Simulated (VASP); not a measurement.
Runs of VASP 6.6.1 on AlBN. The structure is that of space group P4/mmm (No. 123), or close to it. The cells are those of the table. 

```tsv
task	cell	k mesh	cutoff (eV)	gap on the mesh (eV)	pressure (GPa)	relaxed volume (Å³/atom)
single point	a = 2.646, b = 2.646, c = 5.403 Å, 3 atoms	18 × 18 × 8	520	none	-0.1	-
single point	a = 2.645, b = 2.645, c = 5.420 Å, 3 atoms	18 × 18 × 10	520	none	-0.1	-
relaxation of cell and atoms	relaxed from a = 2.677, b = 2.677, c = 4.975 Å, 3 atoms	18 × 18 × 10	600	none	0.0	(a)
relaxation of cell and atoms	relaxed from a = 2.645, b = 2.645, c = 5.420 Å, 3 atoms	18 × 18 × 8	600	none	0.0	12.52
```

Alike in all rows: level PBE; potentials or basis VASP PAW PBE potentials, release 64 (Al, B, N); no spin polarisation; smearing gaussian 0.1 eV.

Question: Estimate the missing entries.

Answer: (a) 12.57.

A gap of «none» marks levels without a gap at the run's occupations.
